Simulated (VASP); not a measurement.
Input of a VASP 6.6.1 run:

Contents of INCAR:

```
PREC = Accurate
ENCUT = 520
EDIFF = 1E-6
ISMEAR = 0
SIGMA = 0.05
LREAL = F
LASPH = T
NELM = 60
ALGO = Normal
ISIF = 2
LWAVE = F
LCHARG = F
GGA = RP
IVDW = 13
NBANDS = 26
```

The input KPOINTS:

```
regular mesh
0
Gamma
  8 8 6
```

POSCAR

```
GaN
1.0
    3.2118097843      0.0000000001      0.0000000000
   -1.6059048922      2.7815088653      0.0000000000
    0.0000000000      0.0000000000      5.2354757380
Ga N
2 2
Direct
    0.3333333333      0.6666666667     -0.0007355918
    0.6666666667      0.3333333333      0.4992644082
    0.3333333333      0.6666666667      0.3757355918
    0.6666666667      0.3333333333      0.8757355918
```

Potentials or basis: VASP PAW PBE potentials, release 64 (Ga_d, N).

Run with:

```bash
$ cat potpaw_PBE.64/Ga_d/POTCAR potpaw_PBE.64/N/POTCAR > POTCAR
$ mpirun -np 1 vasp_std > vasp.out
```

(1) What does it give for the band gap on the k mesh?

(2) Estimate the pressure.

Results:

(1) 1.81 eV, direct.

(2) -6.8 GPa.

Caveat: the PAW data sets were made with another functional, which shifts forces and pressure a little.
